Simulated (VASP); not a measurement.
Runs of VASP 6.6.1 on Mo. The structure is that of space group I4/mmm (No. 139), or close to it. The cells are those of the table. 

```csv
cell,gap on the mesh (eV),pressure (GPa)
"a = 2.966, b = 2.966, c = 3.078 Å, angles 58.7, 58.7, 62.5°, 1 atom",none,-28.8
"a = 2.859, b = 2.859, c = 2.622 Å, angles 62.7, 62.7, 54.6°, 1 atom",none,(a)
"a = 2.738, b = 2.738, c = 2.850 Å, angles 58.6, 58.6, 62.7°, 1 atom",none,17.8
"a = 2.912, b = 2.912, c = 3.078 Å, angles 58.1, 58.1, 63.8°, 1 atom",none,-24.4
"a = 2.798, b = 2.798, c = 2.622 Å, angles 62.1, 62.1, 55.9°, 1 atom",none,(b)
```

Alike in all rows: task single point; level PBE; potentials or basis VASP PAW PBE potentials, release 64 (Mo_sv); no spin polarisation; k mesh 20 × 20 × 20; cutoff (eV) 520; smearing gaussian 0.15 eV.

Problem. Fill in the values left out.

Solution. (a) 21.0; (b) 33.6.

A k mesh can miss the band edges, and the runs leave out spin-orbit coupling on Mo.

A gap of «none» marks levels without a gap at the run's occupations.
